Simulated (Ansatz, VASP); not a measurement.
Two plane-wave programs on Fe

The input INCAR:

```
PREC = Accurate
ENCUT = 520
EDIFF = 1E-6
ISMEAR = 0
SIGMA = 0.1
LREAL = False
LASPH = True
NELM = 150
ALGO = Fast
ISIF = 2
LWAVE = False
LCHARG = False
ISPIN = 2
MAGMOM = 4
LORBIT = 11
LMAXMIX = 4
GGA = PE
NBANDS = 14
```

The input KPOINTS:

```
regular mesh
0
Gamma
  4 4 4
```

File POSCAR:

```
Fe
1.0
   -1.4315177495      1.4315177495      1.4315177495
    1.4315177495     -1.4315177495      1.4315177495
    1.4315177495      1.4315177495     -1.4315177495
Fe
1
Direct
    0.0000000000      0.0000000000      0.0000000000
```

Input for Ansatz:

```yaml
crystal:
  lattice:
    - [-1.4315177495, 1.4315177495, 1.4315177495]
    - [1.4315177495, -1.4315177495, 1.4315177495]
    - [1.4315177495, 1.4315177495, -1.4315177495]
  atoms:
    - { symbol: Fe, position: [0.0, 0.0, 0.0], spin: 4.0 }
basis:
  ecutwfc: "18 Ha"
kpoints:
  mp_grid: { grid: [4, 4, 4] }
hamiltonian:
  xc: pbe
scf:
  occupations: { method: gaussian, width: 0.1 }
  lower_state_search: "off"
output:
  forces: true
  stress: true
  eigenvalues: true
  populations: true
magnetization:
  spin_polarized: true
```

Alike in both runs: task single point; functional PBE; k mesh 4 × 4 × 4; occupations gaussian, width 0.1 eV; collinear spin.

```csv
,VASP,Ansatz
version,VASP 6.6.1,Ansatz 0.2.0
potentials or method,"VASP PAW PBE potentials, release 64 (Fe), cutoff 520 eV","scalar-relativistic, plane waves, PAW"
valence electrons in the cell,8,16
```

Ansatz gave:

* gap on the k mesh at the Fermi level (eV): none
* pressure (GPa): -10.0
* net moment per atom (μB): 2.00
* size of the moment on the site where the two differ most (μB): 2.02

Which values does VASP return?

gap on the k mesh at the Fermi level (eV): none; pressure (GPa): -10.1; net moment per atom (μB): 2.00; size of the moment on the site where the two differ most (μB): 2.00.

Site moments also hang on the region over which each program counts them. A gap of «none» marks a metal or a gap that the smearing closes. The functional is the same, so the differences come from potentials, cutoffs and numerics. VASP's potentials hold 8 valence electrons a cell and Ansatz's 16, so a difference there can come from the potentials and not from the codes.

The k mesh is coarse, so the values compare programs but aren't converged.
